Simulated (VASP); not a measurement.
Wanted: the native input for a VASP 6.6.1 run.

```yaml
Task: single point
Functional: PBE
Potentials_or_basis: VASP PAW PBE potentials, release 64 (Ta_pv)
Cutoff: 520 eV
k_mesh: 20 × 20 × 20
Occupations: gaussian, width 0.15 eV
Spin: no spin polarisation
Dipole_correction: no
Further_INCAR_settings: ALGO = Normal; EDIFF = 1e-07; NBANDS = 12
```

The structure of Ta lies in POSCAR:

```
Ta
1.0
   -1.6047614791      1.6047614791      1.7036147862
    1.6047614791     -1.6047614791      1.7036147862
    1.6047614791      1.6047614791     -1.7036147862
Ta
1
Direct
    0.0000000000      0.0000000000      0.0000000000
```

One way to write it, as run:

INCAR

```
ALGO     = Normal         # electronic algorithm
EDIFF    = 1E-7           # SCF threshold, eV
ENCUT    = 520            # plane-wave cutoff, eV
GGA      = PE             # functional
ISIF     = 2              # what is computed and relaxed
ISMEAR   = 0              # smearing method
LASPH    = True           # aspherical terms in the spheres
LCHARG   = True           # write CHGCAR
LELF     = True           # ELF
LREAL    = False          # projectors in reciprocal space
LVHAR    = True         
LWAVE    = False          # write WAVECAR
NBANDS   = 12             # bands
NELM     = 60             # most SCF steps
PREC     = Accurate       # precision mode
SIGMA    = 0.15           # smearing width, eV
```

KPOINTS

```
k-points
0
Gamma
  20 20 20
```

Potentials or basis: VASP PAW PBE potentials, release 64 (Ta_pv).

The run is started by

```console
$ cat potpaw_PBE.64/Ta_pv/POTCAR > POTCAR
$ mpirun -np 1 vasp_std > vasp.out
```

It gave:

```json
{"Pressure": "9.2 GPa", "Band gap on the k mesh": "zero (an odd number of electrons rules out a gap without spin polarisation)"}
```

Caveat: the stress differs along the axes, from 5 to 12 GPa; spin-orbit coupling is left out, which moves the levels of the heavy elements.

Wall time 95 s on 1 thread of Intel Xeon 8259CL (shared host), peak memory 0.25 GiB.
